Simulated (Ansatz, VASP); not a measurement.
**Cu in VASP and in Ansatz**

The input INCAR:

```
SYSTEM = Cu
PREC = Accurate ; ENCUT = 520
EDIFF = 1E-6 ; ISMEAR = 0
SIGMA = 0.1 ; LREAL = Auto
LASPH = .TRUE. ; NELM = 100
ALGO = Normal ; ISIF = 2
LWAVE = .FALSE. ; LCHARG = .FALSE.
LDIPOL = .TRUE. ; IDIPOL = 3
DIPOL = 0.5 0.5 0.458 ; GGA = PE
IVDW = 12 ; NBANDS = 102
```

Contents of KPOINTS:

```
Automatic mesh
0
G
  4 4 1
  0 0 0
```

POSCAR

```
Cu
1.0
    5.0393684366      0.0000000000      0.0000000000
    0.0000000000      5.0393684366      0.0000000000
    0.0000000000      0.0000000000     23.3450573916
Cu
16
Direct
    0.2500000000      0.2500000000      0.3426849575
    0.2500000000      0.7500000000      0.3426849575
    0.7500000000      0.2500000000      0.3426849575
    0.7500000000      0.7500000000      0.3426849575
    0.5000000000      0.5000000000      0.4190045727
    0.5000000000      0.0000000000      0.4190045727
    0.0000000000      0.5000000000      0.4190045727
    0.0000000000      0.0000000000      0.4190045727
    0.7506613610      0.7505266071      0.4971274870
    0.7508455971      0.2494352779      0.4967833045
    0.2494583980      0.7507113568      0.4967915156
    0.2491969817      0.2491783839      0.4970204984
   -0.0005285012     -0.0006230145      0.5737431563
   -0.0001832442      0.5009930462      0.5721531439
    0.5011316638     -0.0002654805      0.5720952006
    0.4989908731      0.4988041846      0.5723155214
```

Input for Ansatz:

```yaml
crystal:
  lattice:
    - [5.0393684366, 0.0, 0.0]
    - [0.0, 5.0393684366, 0.0]
    - [0.0, 0.0, 23.3450573916]
  atoms:
    - { symbol: Cu, position: [0.25, 0.25, 0.3426849575] }
    - { symbol: Cu, position: [0.25, 0.75, 0.3426849575] }
    - { symbol: Cu, position: [0.75, 0.25, 0.3426849575] }
    - { symbol: Cu, position: [0.75, 0.75, 0.3426849575] }
    - { symbol: Cu, position: [0.5, 0.5, 0.4190045727] }
    - { symbol: Cu, position: [0.5, 0.0, 0.4190045727] }
    - { symbol: Cu, position: [0.0, 0.5, 0.4190045727] }
    - { symbol: Cu, position: [0.0, 0.0, 0.4190045727] }
    - { symbol: Cu, position: [0.750661361, 0.7505266071, 0.497127487] }
    - { symbol: Cu, position: [0.7508455971, 0.2494352779, 0.4967833045] }
    - { symbol: Cu, position: [0.249458398, 0.7507113568, 0.4967915156] }
    - { symbol: Cu, position: [0.2491969817, 0.2491783839, 0.4970204984] }
    - { symbol: Cu, position: [-0.0005285012, -0.0006230145, 0.5737431563] }
    - { symbol: Cu, position: [-0.0001832442, 0.5009930462, 0.5721531439] }
    - { symbol: Cu, position: [0.5011316638, -0.0002654805, 0.5720952006] }
    - { symbol: Cu, position: [0.4989908731, 0.4988041846, 0.5723155214] }
basis:
  ecutwfc: 420
kpoints:
  mp_grid: { grid: [4, 4, 1] }
hamiltonian:
  xc: pbe
  dispersion: d3bj
scf:
  occupations: { method: gaussian, width: 0.1 }
output:
  forces: true
  eigenvalues: true
  write_density: true
  volumetric_format: npy
efield:
  axis: 3
  dipole_correction: true
  ramp_width: 0.04
```

Alike in both runs: task single point; functional PBE; dispersion D3(BJ); k mesh 4 × 4 × 1; occupations gaussian, width 0.1 eV; no spin polarisation.

```csv
,VASP,Ansatz
version,VASP 6.6.1,Ansatz 0.2.0
potentials or method,"VASP PAW PBE potentials, release 64 (Cu), cutoff 520 eV","scalar-relativistic, plane waves, PAW"
valence electrons in the cell,176,304
```

Ansatz gave:

```
gap on the k mesh at the Fermi level (eV) : none
rms of the force components (eV/Å)        : 0.037
```

Estimate VASP's values.

gap on the k mesh at the Fermi level (eV): none; rms of the force components (eV/Å): 0.035.

Atom by atom the forces differ by 0.009 eV/Å (rms over components). A gap of «none» marks a metal or a gap that the smearing closes. VASP's potentials hold 176 valence electrons a cell and Ansatz's 304, so a difference there can come from the potentials and not from the codes.
